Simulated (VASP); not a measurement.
Input of a VASP 6.6.1 run:

The input INCAR:

```
PREC     = Accurate       # precision mode
ENCUT    = 520            # plane-wave cutoff, eV
EDIFF    = 1E-6           # SCF threshold, eV
ISMEAR   = 0              # smearing method
SIGMA    = 0.1            # smearing width, eV
LREAL    = False          # projectors in reciprocal space
LASPH    = True           # aspherical terms in the spheres
NELM     = 80             # most SCF steps
ALGO     = Normal         # electronic algorithm
ISIF     = 2              # what is computed and relaxed
LWAVE    = False          # write WAVECAR
LCHARG   = False          # write CHGCAR
GGA      = PE             # functional
NBANDS   = 36             # bands
```

Contents of KPOINTS:

```
regular mesh
0
Gamma
  6 6 4
```

File POSCAR:

```
Sn3Cl2
1.0
    4.5400932355      0.0000000000      0.0000000000
   -2.2700466178      3.9318360775      0.0000000000
    0.0000000000      0.0000000000      7.0636475974
Sn Cl
3 2
Direct
    0.0000000000      0.0000000000      0.0000000000
    0.3333333333      0.6666666667      0.6450000000
    0.6666666667      0.3333333333      0.3550000000
    0.3333333333      0.6666666667      0.2450000000
    0.6666666667      0.3333333333      0.7550000000
```

Potentials or basis: VASP PAW PBE potentials, release 64 (Sn_d, Cl).

Run with:

```sh
$ cat potpaw_PBE.64/Sn_d/POTCAR potpaw_PBE.64/Cl/POTCAR > POTCAR
$ mpirun -np 1 vasp_std > vasp.out
```

(1) What does it give for the largest force?

(2) What does it give for the band gap on the k mesh?

Results:

(1) 2.104 eV/Å.

(2) zero (bands 28 and 29 overlap by 0.80 eV).

Caveat: spin-orbit coupling is left out, which moves the levels of the heavy elements; forces of over 1 eV/Å act on the atoms, so gaps and moduli don't describe the material at rest.
